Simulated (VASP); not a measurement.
Wanted: the native input for a VASP 6.6.1 run.

```
Task                   : single point
Functional             : PBE
Potentials or basis    : VASP PAW PBE potentials, release 64 (In_d, As)
Cutoff                 : 520 eV
k mesh                 : 8 × 8 × 8
Occupations            : fermi-dirac, width 0.02 eV
Spin                   : no spin polarisation
Dipole correction      : no
Further INCAR settings : ALGO = Normal; EDIFF = 1e-07; NBANDS = 16
```

The structure of InAs lies in POSCAR:

```
InAs
1.0
    0.0000000000      3.1004093258      3.0046786790
    3.1004093258      0.0000000000      3.0046786790
    3.1004093258      3.1004093258      0.0000000000
In As
1 1
Direct
    0.0000000000      0.0000000000      0.0000000000
    0.2500000000      0.2500000000      0.2500000000
```

This cell differs from its parent crystal: epitaxial xy strain +1.5%.

These files were run (other wordings do the same):

INCAR

```
SYSTEM = InAs
PREC = Accurate
ENCUT = 520
EDIFF = 1E-7
ISMEAR = -1
SIGMA = 0.02
LREAL = .False.
LASPH = .True.
NELM = 80
ALGO = Normal
ISIF = 2
LWAVE = .False.
LCHARG = .True.
GGA = PE
LELF = .True.
LVHAR = .True.
NBANDS = 16
```

KPOINTS

```
regular mesh
0
Gamma
  8 8 8
  0 0 0
```

Potentials or basis: VASP PAW PBE potentials, release 64 (In_d, As).

Run with:

```bash
$ cat potpaw_PBE.64/In_d/POTCAR potpaw_PBE.64/As/POTCAR > POTCAR
$ mpirun -np 1 vasp_std > vasp.out
```

Results of the run:

```json
{
 "Pressure": "1.3 GPa",
 "Band gap on the k mesh": "0.14 eV, direct"
}
```

Caveat: the cell differs from its parent crystal (epitaxial xy strain +1.5%); spin-orbit coupling is left out, which moves the levels of the heavy elements.

Run time: 40 s on 1 thread of Intel Xeon 6975P-C, with other jobs on the host, peak memory 0.22 GiB.
